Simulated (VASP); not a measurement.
Write the native input for VASP 6.6.1 that does the following.

```
Task                   : single point
Functional             : PBEsol
Potentials or basis    : VASP PAW PBE potentials, release 64 (Al, Cu)
Cutoff                 : 600 eV
k mesh                 : 1 × 1 × 2
Occupations            : fermi-dirac, width 0.00861733 eV
Spin                   : no spin polarisation
Dipole correction      : no
Further INCAR settings : ALGO = Normal; EDIFF = 1e-06; NBANDS = 16
```

The structure of Al2Cu lies in POSCAR:

```
Al2Cu
1.0
    4.1051820000      0.0000000000      0.0000000000
    0.0000000000      4.1051820000      0.0000000000
    0.0000000000      0.0000000000      2.8913130000
Al Cu
2 1
Direct
    0.5000000000      0.0000000000      0.5000000000
    0.0000000000      0.5000000000      0.5000000000
    0.0000000000      0.0000000000      0.0000000000
```

One way to write it, as run:

INCAR

```
PREC = Accurate
ENCUT = 600
EDIFF = 1E-6
ISMEAR = -1
SIGMA = 0.008617333262145177
LREAL = F
LASPH = T
NELM = 120
ALGO = Normal
ISIF = 2
LWAVE = F
LCHARG = F
GGA = PS
NBANDS = 16
GGA_COMPAT = F
```

KPOINTS

```
regular mesh
0
Gamma
  1 1 2
```

Potentials or basis: VASP PAW PBE potentials, release 64 (Al, Cu).

The run is started by

```sh
$ cat potpaw_PBE.64/Al/POTCAR potpaw_PBE.64/Cu/POTCAR > POTCAR
$ mpirun -np 1 vasp_std > vasp.out
```

It gave:

```yaml
Pressure: 8.7 GPa
```

Caveat: the k points lie up to 1.53 Å⁻¹ apart; the PAW data sets were made with another functional, which shifts forces and pressure a little.

Wall time 6.5 s on 1 thread of Intel(R) Xeon(R) Platinum 8488C (Sapphire Rapids) (shared host), peak memory 0.16 GiB.
